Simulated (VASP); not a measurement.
Write the native input for VASP 6.6.1 that does the following.

```yaml
Task: single point
Functional: PBE
Potentials_or_basis: VASP PAW PBE potentials, release 64 (K_sv, C)
Cutoff: 600 eV
k_mesh: 6 × 6 × 5
Occupations: gaussian, width 0.2 eV
Spin: no spin polarisation
Dipole_correction: no
Further_INCAR_settings: ALGO = Normal; EDIFF = 1e-06; NBANDS = 14
```

The structure of KC lies in POSCAR:

```
KC
1.0
    3.3477437279      0.0000000000      0.0000000000
    0.0000000000      3.3477437279      0.0000000000
    0.0000000000      0.0000000000      3.6825324791
K C
1 1
Direct
    0.5000000000      0.5000000000      0.5000000000
    0.0000000000      0.0000000000      0.0000000000
```

The input as run:

INCAR

```
PREC = Accurate
ENCUT = 600
EDIFF = 1E-6
ISMEAR = 0
SIGMA = 0.2
LREAL = False
LASPH = True
NELM = 120
ALGO = Normal
ISIF = 2
LWAVE = False
LCHARG = False
GGA = PE
NBANDS = 14
GGA_COMPAT = False
```

KPOINTS

```
regular mesh
0
Gamma
  6 6 5
```

Potentials or basis: VASP PAW PBE potentials, release 64 (K_sv, C).

Run with:

```bash
$ cat potpaw_PBE.64/K_sv/POTCAR potpaw_PBE.64/C/POTCAR > POTCAR
$ mpirun -np 1 vasp_std > vasp.out
```

Results of the run:

| Property | Result |
| --- | --- |
| Pressure | 0.0 GPa |

Run time: 8.8 s on 1 thread of Intel(R) Xeon(R) Platinum 8559C (Emerald Rapids) (shared host), peak memory 0.16 GiB.
